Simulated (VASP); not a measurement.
Wanted: the native input for a VASP 6.6.1 run.

* Task: single point
* Functional: r2SCAN
* Potentials or basis: VASP PAW PBE potentials, release 64 (Al, N)
* Cutoff: 520 eV
* k mesh: 10 × 10 × 10
* Occupations: gaussian, width 0.01 eV
* Spin: no spin polarisation
* Dipole correction: no
* Further INCAR settings: ALGO = Normal; EDIFF = 1e-06; NBANDS = 11

Crystal: AlN.

```
Al N
1.0
     0.00000    2.05846    2.05846
     2.05846    0.00000    2.05846
     2.05846    2.05846    0.00000
Al N
1 1
Direct
  0.00000 0.00000 0.00000
  0.50000 0.50000 0.50000
```

This cell differs from its parent crystal: volume changed by +6%.

The input as run:

POSCAR

```
AlN
1.0
    0.0000000000      2.0584641785      2.0584641785
    2.0584641785      0.0000000000      2.0584641785
    2.0584641785      2.0584641785      0.0000000000
Al N
1 1
Direct
    0.0000000000      0.0000000000      0.0000000000
    0.5000000000      0.5000000000      0.5000000000
```

INCAR.step1

```
SYSTEM = AlN
PREC = Accurate ; ENCUT = 520
ISMEAR = 0 ; SIGMA = 0.01
LREAL = .False. ; LASPH = .True.
NELM = 80 ; NBANDS = 11
GGA = PE ; ALGO = Normal
EDIFF = 1E-4 ; LWAVE = .True.
LCHARG = .False.
```

INCAR.step2

```
SYSTEM = AlN
PREC = Accurate ; ENCUT = 520
EDIFF = 1E-6 ; ISMEAR = 0
SIGMA = 0.01 ; LREAL = .False.
LASPH = .True. ; NELM = 80
ALGO = Normal ; ISIF = 2
LWAVE = .False. ; LCHARG = .False.
METAGGA = R2SCAN ; LMIXTAU = .True.
NBANDS = 11 ; ISTART = 1
```

KPOINTS

```
regular mesh
0
Gamma
  10 10 10
  0 0 0
```

Potentials or basis: VASP PAW PBE potentials, release 64 (Al, N).

Command:

```bash
$ cat potpaw_PBE.64/Al/POTCAR potpaw_PBE.64/N/POTCAR > POTCAR
$ cp INCAR.step1 INCAR
$ mpirun -np 1 vasp_std > vasp.out
$ cp INCAR.step2 INCAR
$ mpirun -np 1 vasp_std > vasp.out
```

Results of the run:

* Pressure: -15.1 GPa
* Band gap on the k mesh: 4.95 eV, indirect (least direct gap 5.72 eV)

Caveat: the PAW data sets were made with another functional, which shifts forces and pressure a little.

It took 26 s on 1 thread of Intel(R) Xeon(R) Platinum 8488C (Sapphire Rapids), with other jobs on the host, peak memory 0.14 GiB.
